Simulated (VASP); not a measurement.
# GaN (P6_3mc) in VASP: single point with r2SCAN

Aim: the single point of GaN with r2SCAN.

Everything below comes from runs of VASP 6.6.1. Logs are shortened: lines on timing, memory, paths and dates and some standing lists are left out, and cuts for length are marked.

## (1) The cell of the first run

It takes space group P6_3mc (No. 186, hexagonal). Conventional cell: a = 3.183 Å, b = 3.183 Å, c = 5.184 Å, α = 90.00°, β = 90.00°, γ = 120.00°. Ga (site symmetry 3m) has 4 N at 1.95 Å within 2.6 Å. Within 2.6 Å of N (site symmetry 3m) lie 4 Ga at 1.95 Å.

## (2) Single point, r2SCAN

POSCAR reads:

```
GaN
1.0
    3.1831024591      0.0000000000      0.0000000000
   -1.5915512296      2.7566475925      0.0000000000
    0.0000000000      0.0000000000      5.1835786277
Ga N
2 2
Direct
    0.3333333333      0.6666666667     -0.0008903353
    0.6666666667      0.3333333333      0.4991096647
    0.3333333333      0.6666666667      0.3758903353
    0.6666666667      0.3333333333      0.8758903353
```

INCAR.step1 reads:

```
SYSTEM = GaN
ALGO = Normal
EDIFF = 1E-4
ENCUT = 520
GGA = PE
ISMEAR = -1
LASPH = .TRUE.
LCHARG = .FALSE.
LREAL = .FALSE.
LWAVE = .TRUE.
NBANDS = 26
NELM = 60
PREC = Accurate
SIGMA = 0.1
```

INCAR.step2 reads:

```
SYSTEM = GaN
ALGO = Normal
EDIFF = 1E-6
ENCUT = 520
ISIF = 2
ISMEAR = -1
ISTART = 1
LASPH = .TRUE.
LCHARG = .FALSE.
LMIXTAU = .TRUE.
LREAL = .FALSE.
LWAVE = .FALSE.
METAGGA = R2SCAN
NBANDS = 26
NELM = 60
PREC = Accurate
SIGMA = 0.1
```

KPOINTS reads:

```
k-points
0
G
  10 10 6
  0 0 0
```

Potentials or basis: VASP PAW PBE potentials, release 64 (Ga_d, N).

Command:

```bash
$ cat potpaw_PBE.64/Ga_d/POTCAR potpaw_PBE.64/N/POTCAR > POTCAR
$ cp INCAR.step1 INCAR
$ mpirun -np 1 vasp_std > vasp.out
$ cp INCAR.step2 INCAR
$ mpirun -np 1 vasp_std > vasp.out
```

OUTCAR:

```text
SYSTEM = GaN
   EDIFF = 1E-6
   ENCUT = 520
   ISIF = 2
   ISMEAR = -1
   ISTART = 1
   LASPH = .TRUE.
   LREAL = .FALSE.
   METAGGA = R2SCAN
   NELM = 60
   PREC = Accurate

 ion  position               nearest neighbor table
   1  0.333  0.667  0.999-   4 1.95   4 1.95   4 1.95   3 1.95
   2  0.667  0.333  0.499-   3 1.95   3 1.95   3 1.95   4 1.95
   3  0.333  0.667  0.376-   2 1.95   2 1.95   2 1.95   1 1.95
   4  0.667  0.333  0.876-   1 1.95   1 1.95   1 1.95   2 1.95

  LATTYP: Found a hexagonal cell.
 ALAT       =     3.1831024591
 C/A-ratio  =     1.6284674133

  Lattice vectors:

 A1 = (   3.1831024591,   0.0000000000,   0.0000000000)
 A2 = (  -1.5915512296,   2.7566475925,   0.0000000000)
 A3 = (   0.0000000000,   0.0000000000,   5.1835786277)

Analysis of symmetry for initial positions (statically):
=====================================================================
 Subroutine PRICEL returns:
 Original cell was already a primitive cell.

 Routine SETGRP: Setting up the symmetry group for a
 hexagonal supercell.

 Subroutine GETGRP returns: Found 12 space group operations
 (whereof  6 operations were pure point group operations)
 out of a pool of 24 trial point group operations.

The static configuration has the point symmetry C_3v.
 The point group associated with its full space group is C_6v.

Analysis of symmetry for dynamics (positions and initial velocities):
=====================================================================
 Subroutine PRICEL returns:
 Original cell was already a primitive cell.

 Routine SETGRP: Setting up the symmetry group for a
 hexagonal supercell.

 Subroutine GETGRP returns: Found 12 space group operations
 (whereof  6 operations were pure point group operations)
 out of a pool of 24 trial point group operations.

The dynamic configuration has the point symmetry C_3v.
 The point group associated with its full space group is C_6v.

 Subroutine INISYM returns: Found 12 space group operations
 (whereof  6 operations are pure point group operations),
 and found     1 'primitive' translations

----------------------------------------------------------------------------------------

                                     Primitive cell

  volume of cell :      45.4843

  direct lattice vectors                    reciprocal lattice vectors
     3.183102459  0.000000000  0.000000000     0.314158910  0.181379731  0.000000000
    -1.591551230  2.756647592  0.000000000     0.000000000  0.362759463  0.000000000
     0.000000000  0.000000000  5.183578628     0.000000000  0.000000000  0.192916915

  length of vectors
     3.183102459  3.183102459  5.183578628     0.362759463  0.362759463  0.192916915

  position of ions in fractional coordinates (direct lattice)
     0.333333333  0.666666667  0.999109665
     0.666666667  0.333333333  0.499109665
     0.333333333  0.666666667  0.375890335
     0.666666667  0.333333333  0.875890335

  ion indices of the primitive-cell ions
   primitive index   ion index
                 1           1
                 2           2
                 3           3
                 4           4

----------------------------------------------------------------------------------------

 KPOINTS: k-points

Automatic generation of k-mesh.
 Grid dimensions read from file:
 generate k-points for:   10   10    6

 Generating k-lattice:

  Cartesian coordinates                     Fractional coordinates (reciprocal lattice)
     0.031415891  0.018137973  0.000000000     0.100000000  0.000000000  0.000000000
     0.000000000  0.036275946  0.000000000     0.000000000  0.100000000  0.000000000
     0.000000000  0.000000000  0.032152819     0.000000000  0.000000000  0.166666667

  Length of vectors
     0.036275946  0.036275946  0.032152819

  Shift w.r.t. Gamma in fractional coordinates (k-lattice)
     0.000000000  0.000000000  0.000000000

 Subroutine IBZKPT returns following result:
 ===========================================

 Found     56 irreducible k-points:

 Following reciprocal coordinates:
            Coordinates               Weight
  0.000000  0.000000  0.000000      1.000000
  0.100000  0.000000  0.000000      6.000000
  0.200000  0.000000  0.000000      6.000000
  0.300000 -0.000000  0.000000      6.000000
  0.400000 -0.000000  0.000000      6.000000
  0.500000 -0.000000  0.000000      3.000000
[... 16 lines left out ...]
  0.300000  0.100000  0.166667     24.000000
  0.400000  0.100000  0.166667     24.000000
 [... further k-points ...]
   k-points           NKPTS =     56   k-points in BZ     NKDIM =     56   number of bands    NBANDS=     26
   number of dos      NEDOS =    301   number of ions     NIONS =      4
   total plane-waves  NPLWV =  23040
   dimension x,y,z NGX =    24 NGY =   24 NGZ =   40
   dimension x,y,z NGXF=    48 NGYF=   48 NGZF=   80
   ions per type =               2   2
   NGX,Y,Z   is equivalent  to a cutoff of  12.53, 12.53, 12.83 a.u.
   NGXF,Y,Z  is equivalent  to a cutoff of  25.07, 25.07, 25.66 a.u.
 SYSTEM =  GaN
   PREC   = accura    normal or accurate (medium, high low for compatibility)
   ISTART =      1    job   : 0-new  1-cont  2-samecut
   ICHARG =      0    charge: 1-file 2-atom 10-const
   ISPIN  =      1    spin polarized calculation?
   LNONCOLLINEAR =      F non collinear calculations
   LSORBIT =      F    spin-orbit coupling
   LASPH  =      T    aspherical Exc in radial PAW
   ENCUT  =  520.0 eV  38.22 Ry    6.18 a.u.   5.92  5.92  9.64*2*pi/ulx,y,z
   NELM   =     60;   NELMIN=  2; NELMDL=  0     # of ELM steps
   EDIFF  = 0.1E-05   stopping-criterion for ELM
   LREAL  =      F    real-space projection
   EDIFFG = 0.1E-04   stopping-criterion for IOM
   NSW    =      0    number of steps for IOM
   IBRION =     -1    ionic relax: 0-MD 1-quasi-New 2-CG
   NFREE  =      0    steps in history (QN), initial steepest desc. (CG)
   ISIF   =      2    stress and relaxation
   ISYM   =      2    0-nonsym 1-usesym 2-fastsym
   POTIM  = 0.5000    time-step for ionic-motion
   TEBEG  =    0.0;   TEEND  =   0.0 temperature during run
   PSTRESS=    0.0 pullay stress
   NELECT =      36.0000    total number of electrons
   NUPDOWN=      -1.0000    fix difference up-down
   EMIN   =  10.00;   EMAX   =-10.00  energy-range for DOS
   EFERMI =   0.00;   METHOD = LEGACY
   ISMEAR =    -1;   SIGMA  =   0.10  broadening in eV -4-tet -1-fermi 0-gaus
   EFERMI_NEDOS =   21; number of points for ismear=-14 and -15
   IALGO  =     38    algorithm
   IMIX   =      4    mixing-type and parameters
     AMIX     =   0.40;   BMIX     =  1.00
     AMIX_MAG =   1.60;   BMIX_MAG =  1.00
  volume/ion in A,a.u.               =      11.37        76.74
  Fermi-wavevector in a.u.,A,eV,Ry     =   1.514334  2.861677 31.201002  2.293209
  Thomas-Fermi vector in A             =   2.624006
   LORBIT       =      0    0 simple, 1 ext, 2 COOP (PROOUT), +10 PAW based schemes
   METAGGA = R2SCAN    functional components
   LHFCALC =     F    Hartree Fock is set to
   AEXX    =    0.0000 exact exchange contribution
   IVDW    =     0    specifies the selected vdW correction
   LEPSILON=     F    determine dielectric tensor
   LRPA    =     F    only Hartree local field effects (RPA)
 non-spin polarized calculation
  energy-cutoff  :      520.00
  volume of cell :       45.48
 maximum number of plane-waves:      1244
 NGX is ok and might be reduce to    24
   NGX = 11   NGY = 11   NGZ = 19

 number of electron      35.9999993 magnetization

 Free energy of the ion-electron system (eV)
  ---------------------------------------------------
  ext. energy  EPLUGINS =         0.00000000
  ---------------------------------------------------
  free energy    TOTEN  =       -43.82086162 eV

  energy without entropy =      -43.82086136  energy(sigma->0) =      -43.82086149

 E-fermi :   6.3997     XC(G=0): -12.6638

 val. band max:        5.1016652679   @ k =   0.0000   0.0000   0.0000
 cond. band min:       7.4454681583   @ k =   0.0000   0.0000   0.0000
 fundamental gap:      2.3438028904
 Fermi energy:         6.3997354501

 k-point     1 :       0.0000    0.0000    0.0000
  band No.  band energies     occupation
      1     -11.7108      2.00000
      2     -10.7043      2.00000
      3      -8.7269      2.00000
      4      -8.7111      2.00000
      5      -8.7111      2.00000
      6      -8.6425      2.00000
[... 18 lines left out ...]
     25      17.5894      0.00000
     26      17.5894      0.00000

 k-point     2 :       0.1000    0.0000    0.0000
  band No.  band energies     occupation
      1     -11.6117      2.00000
      2     -10.6754      2.00000
      3      -8.7167      2.00000
      4      -8.6961      2.00000
      5      -8.6779      2.00000
      6      -8.6298      2.00000
[... 18 lines left out ...]
     25      17.1532      0.00000
     26      17.8216      0.00000

 k-point     3 :       0.2000    0.0000    0.0000
  band No.  band energies     occupation
      1     -11.3512      2.00000
      2     -10.6086      2.00000
      3      -8.6834      2.00000
      4      -8.6626      2.00000
      5      -8.6031      2.00000
      6      -8.5686      2.00000
[... 18 lines left out ...]
     25      17.3260      0.00000
     26      18.3258      0.00000

 k-point     4 :       0.3000   -0.0000    0.0000
  band No.  band energies     occupation
      1     -11.0370      2.00000
      2     -10.5444      2.00000
      3      -8.6560      2.00000
      4      -8.6360      2.00000
      5      -8.5495      2.00000
      6      -8.5038      2.00000
[... 18 lines left out ...]
     25      17.3184      0.00000
     26      18.9934      0.00000
[... 496 lines left out ...]
      1     -11.0872      2.00000
      2     -10.5828      2.00000
      3      -8.6538      2.00000
      4      -8.6444      2.00000
      5      -8.5777      2.00000
      6      -8.5519      2.00000
[... 18 lines left out ...]
     25      16.9876      0.00000
     26      18.5874      0.00000

 k-point    23 :       0.3000    0.1000    0.1667
  band No.  band energies     occupation
      1     -10.8328      2.00000
      2     -10.5274      2.00000
      3      -8.6427      2.00000
      4      -8.6275      2.00000
      5      -8.5411      2.00000
      6      -8.4916      2.00000
[... 18 lines left out ...]
     25      17.2662      0.00000
     26      19.0201      0.00000

 k-point    24 :       0.4000    0.1000    0.1667
  band No.  band energies     occupation
      1     -10.6895      2.00000
      2     -10.5059      2.00000
      3      -8.6479      2.00000
      4      -8.6187      2.00000
      5      -8.5213      2.00000
      6      -8.4797      2.00000
[... 18 lines left out ...]
     25      17.8951      0.00000
     26      19.3772      0.00000

 [... further k-points ...]
[... 5 lines left out ...]
  --------------------------------------------------------------------------------------
  -------------------------------------------------------------------------------------
  Total        0.3185100      0.3185100      0.2822580     -0.0000000     -0.0000000      0.0000000
  in kB       11.2194620     11.2194620      9.9424940     -0.0000000     -0.0000000      0.0000000
  external PRESSURE =      10.7938060 kB  Pullay stress =       0.0000000 kB

 VOLUME and BASIS-vectors are now :
 -----------------------------------------------------------------------------
  energy-cutoff  :      520.00
  volume of cell :       45.48
      direct lattice vectors                 reciprocal lattice vectors
     3.183102459  0.000000000  0.000000000     0.314158910  0.181379731  0.000000000
    -1.591551230  2.756647592  0.000000000     0.000000000  0.362759463  0.000000000
     0.000000000  0.000000000  5.183578628     0.000000000  0.000000000  0.192916915

 POSITION                                       TOTAL-FORCE (eV/Angst)
 -----------------------------------------------------------------------------------
     -0.00000      1.83777      5.17896        -0.000000     -0.000000      0.005321
      1.59155      0.91888      2.58717        -0.000000      0.000000      0.005321
     -0.00000      1.83777      1.94846         0.000000     -0.000000     -0.005321
      1.59155      0.91888      4.54025         0.000000      0.000000     -0.005321
 -----------------------------------------------------------------------------------
    total drift:                                0.000002      0.000004      0.034474

  FREE ENERGIE OF THE ION-ELECTRON SYSTEM (eV)
  ---------------------------------------------------
  free  energy   TOTEN  =       -43.8208616205 eV

  energy  without entropy=      -43.8208613618  energy(sigma->0) =      -43.82086149
```

Run time: 2.6 min. Hardware: 1 thread of Intel Xeon Platinum 8259CL at 2.50GHz (Skylake/Cascade Lake), shared host; peak memory 0.2 GiB.

Results:

```
Free energy            : -43.8209 eV
Pressure               : 1.1 GPa
Largest force          : 0.005 eV/Å
Band gap on the k mesh : 2.34 eV, direct
```

Forces in eV/Å, atoms in the order of the input:
```
Ga   0.000  0.000  0.005
Ga   0.000  0.000  0.005
N    0.000  0.000 -0.005
N    0.000  0.000 -0.005
```

Caveat: the PAW data sets were made with another functional, which shifts forces and pressure a little. r2SCAN opens gaps a little over a GGA but as a rule still falls short of measured ones.
